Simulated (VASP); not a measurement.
Runs of VASP 6.6.1 on WAu. The structure is that of space group F-43m (No. 216), or close to it. The cells are those of the table. 

```tsv
task	level	potentials or basis	cell	k mesh	cutoff (eV)	grid for exact exchange (PRECFOCK)	share of exact exchange	screening parameter	gap on the mesh (eV)	pressure (GPa)
single point	r2SCAN	VASP PAW PBE potentials, release 64 (W_sv, Au_sv_GW)	a = 4.080 Å, angles 60.0°, 2 atoms	8 × 8 × 8	590	-	-	-	none	0.3
relaxation of cell and atoms	HSE06	VASP PAW PBE potentials, release 64 (W_sv, Au)	relaxed from a = 4.114 Å, angles 60.0°, 2 atoms	4 × 4 × 4	600	Normal	0.25	0.2079 1/Å	none	0.0
single point	PBE0	VASP PAW PBE potentials, release 64 (W_sv, Au)	a = 4.073 Å, angles 60.0°, 2 atoms	4 × 4 × 4	520	Normal	0.25	-	none	-0.1
single point	PBEsol-based global hybrid with 25 % exact exchange	VASP PAW PBE potentials, release 64 (W_sv, Au)	a = 4.041 Å, angles 60.0°, 2 atoms	4 × 4 × 4	520	Normal	0.25	-	none	-0.1
single point	PBEsol-based global hybrid with 25 % exact exchange	VASP PAW PBE potentials, release 64 (W_sv, Au)	a = 4.114 Å, angles 60.0°, 2 atoms	4 × 4 × 4	520	Normal	0.25	-	none	(a)
```

Alike in all rows: no spin polarisation; smearing fermi-dirac 0.05 eV.

Estimate the missing entries.

(a) -7.4.

Caveats: some runs use coarse meshes; the PAW data sets were made with another functional, which shifts forces and pressure a little; spin-orbit coupling is left out, which moves the levels of the heavy elements.

A k mesh can miss the band edges, and the runs leave out spin-orbit coupling on Au, W.

A gap of «none» marks levels without a gap at the run's occupations.

The runs don't all hold the same shells in valence.
